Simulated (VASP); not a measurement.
Wanted: the native input for a VASP 6.6.1 run.

| Quantity | Value |
| --- | --- |
| Task | single point |
| Functional | r2SCAN |
| Potentials or basis | VASP PAW PBE potentials, release 64 (B, Bi_d, In_d) |
| Cutoff | 520 eV |
| k mesh | 6 × 6 × 4 |
| Occupations | fermi-dirac, width 0.02 eV |
| Spin | no spin polarisation |
| Dipole correction | no |
| Further INCAR settings | ALGO = Normal; EDIFF = 1e-07; NBANDS = 31 |

The system is InBi2B.

```
B Bi In
1.0
     4.25910    0.00000    0.00000
     0.00000    4.25910    0.00000
     0.00000    0.00000    6.41739
B Bi In
1 2 1
Direct
  0.00000 0.00000 0.00000
  0.00000 0.50000 0.20127
  0.50000 0.00000 0.79873
  0.50000 0.50000 0.50000
```

The input as run:

POSCAR

```
InBi2B
1.0
    4.2590991629      0.0000000000      0.0000000000
    0.0000000000      4.2590991629      0.0000000000
    0.0000000000      0.0000000000      6.4173869610
B Bi In
1 2 1
Direct
    0.0000000000      0.0000000000      0.0000000000
    0.0000000000      0.5000000000      0.2012669018
    0.5000000000      0.0000000000      0.7987330982
    0.5000000000      0.5000000000      0.5000000000
```

INCAR.step1

```
ALGO     = Normal         # electronic algorithm
EDIFF    = 1E-4           # SCF threshold, eV
ENCUT    = 520            # plane-wave cutoff, eV
GGA      = PE             # functional
ISMEAR   = -1             # smearing method
LASPH    = T              # aspherical terms in the spheres
LCHARG   = F              # write CHGCAR
LREAL    = F              # projectors in reciprocal space
LWAVE    = T              # write WAVECAR
NBANDS   = 31             # bands
NELM     = 60             # most SCF steps
PREC     = Accurate       # precision mode
SIGMA    = 0.02           # smearing width, eV
```

INCAR.step2

```
ALGO     = Normal         # electronic algorithm
EDIFF    = 1E-7           # SCF threshold, eV
ENCUT    = 520            # plane-wave cutoff, eV
ISIF     = 2              # what is computed and relaxed
ISMEAR   = -1             # smearing method
ISTART   = 1            
LASPH    = T              # aspherical terms in the spheres
LCHARG   = T              # write CHGCAR
LELF     = T              # ELF
LMIXTAU  = T            
LREAL    = F              # projectors in reciprocal space
LVHAR    = T            
LWAVE    = F              # write WAVECAR
METAGGA  = R2SCAN         # meta-GGA
NBANDS   = 31             # bands
NELM     = 60             # most SCF steps
PREC     = Accurate       # precision mode
SIGMA    = 0.02           # smearing width, eV
```

KPOINTS

```
k-points
0
Gamma
  6 6 4
```

Potentials or basis: VASP PAW PBE potentials, release 64 (B, Bi_d, In_d).

The run is started by

```console
$ cat potpaw_PBE.64/B/POTCAR potpaw_PBE.64/Bi_d/POTCAR potpaw_PBE.64/In_d/POTCAR > POTCAR
$ cp INCAR.step1 INCAR
$ mpirun -np 1 vasp_std > vasp.out
$ cp INCAR.step2 INCAR
$ mpirun -np 1 vasp_std > vasp.out
```

It gave:

```yaml
Pressure: 0.0 GPa
Largest_force: 0.004 eV/Å
Band_gap_on_the_k_mesh: zero (bands 23 and 24 overlap by 0.71 eV)
```

Caveat: the PAW data sets were made with another functional, which shifts forces and pressure a little; spin-orbit coupling is left out, which moves the levels of the heavy elements.

Run time: 120 s on 1 thread of Intel(R) Xeon(R) 6975P-C (Granite Rapids), with other jobs on the host, peak memory 0.29 GiB.
